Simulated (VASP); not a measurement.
**NbCrC3: single point with PBE**

The system is NbCrC3.

```
Nb Cr C
1.0
     3.72330    0.00000    0.00000
     0.00000    3.72330    0.00000
     0.00000    0.00000    3.72330
Nb Cr C
1 1 3
Direct
  0.00000 0.00000 0.00000
  0.50000 0.50000 0.50000
  0.00000 0.50000 0.50000
  0.50000 0.00000 0.50000
  0.50000 0.50000 0.00000
```

The cell was built from a structure type or drawn by symmetry, and may not be a known phase.

* Program: VASP 6.6.1
* Task: single point
* Functional: PBE
* Potentials or basis: VASP PAW PBE potentials, release 64 (Nb_sv, Cr_pv, C)
* Cutoff: 520 eV
* k mesh: 10 × 10 × 10
* Occupations: gaussian, width 0.1 eV
* Spin: no spin polarisation
* Dipole correction: no
* Further INCAR settings: ALGO = Normal; EDIFF = 1e-07; NBANDS = 26

```
Pressure               : -0.2 GPa
Band gap on the k mesh : zero (an odd number of electrons rules out a gap without spin polarisation)
```

Levels at points of the mesh, in eV from the Fermi level:
```csv
k point,band 16,band 17,band 18,band 19,band 20,band 21,band 22,band 23
"(0.00, 0.00, 0.00)",-1.86,-1.06,-1.06,-0.16,-0.16,-0.16,0.73,0.73
"(0.50, 0.00, 0.00)",-3.88,-1.89,-1.26,0.00,0.65,0.65,0.91,2.52
"(0.50, 0.50, 0.00)",-1.25,-1.23,-1.23,-0.14,-0.02,0.76,0.76,1.42
"(0.50, 0.50, 0.50)",-4.98,0.90,0.90,1.54,1.54,1.54,1.89,1.89
```

Wall time 94 s on 1 thread of Intel(R) Xeon(R) Platinum 8259CL CPU @ 2.50GHz (Skylake/Cascade Lake) (shared host), peak memory 0.21 GiB.

Caveat: the run has no spin polarisation, though such a crystal can be magnetic. Spin polarisation is off, so any magnetic state and its effect on volume and gap are missing.
